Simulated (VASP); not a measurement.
The system is Li.

```
Li
1.0
    -1.75465    1.75465    1.75465
     1.75465   -1.75465    1.75465
     1.75465    1.75465   -1.75465
Li
1
Direct
  0.00000 0.00000 0.00000
```

* Program: VASP 6.6.1
* Task: relaxation of cell and atoms
* Functional: PBEsol
* Potentials or basis: VASP PAW PBE potentials, release 64 (Li_sv)
* Cutoff: 600 eV
* k mesh: 11 × 11 × 11
* Occupations: fermi-dirac, width 0.05 eV
* Spin: no spin polarisation

At the start: pressure -0.9 GPa; volume 21.61 Å³/atom.

How do energy, volume and symmetry change on relaxing?

Over 4 steps the energy falls by 5.0 meV/atom and the volume is 19.96 Å³/atom (-7.6 %); space group Im-3m (No. 229, to 0.05 Å).

Step by step:
| step | energy change (eV) | largest force (eV/Å) | pressure (GPa) | volume (Å³) |
| --- | --- | --- | --- | --- |
| 1 | 0.0000 | 0.0000 | -0.92 | 21.61 |
| 2 | -0.0020 | 0.0000 | -0.74 | 21.22 |
| 3 | -0.0048 | 0.0000 | -0.23 | 20.34 |
| 4 | -0.0050 | 0.0000 | 0.02 | 19.96 |

Final structure:
```
Li
1.0
    -1.70872    1.70872    1.70872
     1.70872   -1.70872    1.70872
     1.70872    1.70872   -1.70872
Li
1
Cartesian
  0.0000 0.0000 0.0000
```

The cell as given is a measured one (21.61 Å³/atom); PBEsol puts the equilibrium volume -7.6 % from it, thermal expansion not counted.

Caveat: the cutoff is under 1.25 times the usual one of these potentials, so pressure, stress and relaxed cells hold a basis-set (Pulay) error; the PAW data sets were made with another functional, which shifts forces and pressure a little.
